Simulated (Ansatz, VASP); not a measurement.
**One calculation of Y, two programs**

File INCAR:

```
PREC = Accurate
ENCUT = 400
EDIFF = 1E-8
ISMEAR = -1
SIGMA = 0.08
LREAL = False
LASPH = True
NELM = 120
ALGO = Normal
ISIF = 2
LWAVE = False
LCHARG = False
GGA = CA
LEFG = True
NBANDS = 18
GGA_COMPAT = False
```

KPOINTS

```
Automatic mesh
0
Gamma
  12 12 7
```

POSCAR

```
Y
1.0
    3.6514992371      0.0365149924      0.0365149924
   -1.7941267075      3.1440336050      0.0133654148
    0.0574740000      0.0574740000      5.7474000000
Y
2
Direct
    0.3333333333      0.6666666667      0.2500000000
    0.6666666667      0.3333333333      0.7500000000
```

Input for Ansatz:

```yaml
crystal:
  lattice:
    - [3.6514992371, 0.0365149924, 0.0365149924]
    - [-1.7941267075, 3.144033605, 0.0133654148]
    - [0.057474, 0.057474, 5.7474]
  atoms:
    - { symbol: "Y", position: [0.3333333333, 0.6666666667, 0.25] }
    - { symbol: "Y", position: [0.6666666667, 0.3333333333, 0.75] }
kpoints:
  mp_grid: { grid: [12, 12, 7] }
scf:
  occupations: { method: fermi_dirac, width: 0.08 }
hamiltonian:
  xc: lda
  pseudopotentials: { kind: all_electron, datasets: crystal }
output:
  forces: true
  stress: true
  eigenvalues: true
  efg: { contact_densities: true }
```

Change from the starting cell: equal xy, yz and zx shear strains of +2 %, crystal datasets.

Alike in both runs: task electric field gradients; functional LDA; k mesh 12 × 12 × 7; occupations fermi-dirac, width 0.08 eV; no spin polarisation.

```csv
,VASP,Ansatz
version,VASP 6.6.1,Ansatz 0.2.0
potentials or method,"VASP PAW LDA potentials, release 64 (Y_sv), cutoff 400 eV","all-electron PAW with datasets made for the crystal, scalar-relativistic"
```

Ansatz gave:

```
pressure (GPa)                                                : -3.9
traceless stress, the component that is largest in VASP (GPa) : -0.53
rms of the force components (eV/Å)                            : 0.011
size of Vzz on the site where it differs most (V/Å²)          : 26.0
```

Task: What did VASP give for the same quantities?

Result: Pressure (GPa): -4.0; traceless stress, the component that is largest in VASP (GPa): -0.53; rms of the force components (eV/Å): 0.011; size of Vzz on the site where it differs most (V/Å²): 25.4.

LDA's correlation is that of Perdew and Zunger in VASP and of Perdew and Wang (1992) in Ansatz. Atom by atom the forces differ by 0.000 eV/Å (rms over components). Ansatz ran all-electron here, and VASP with PAW potentials.
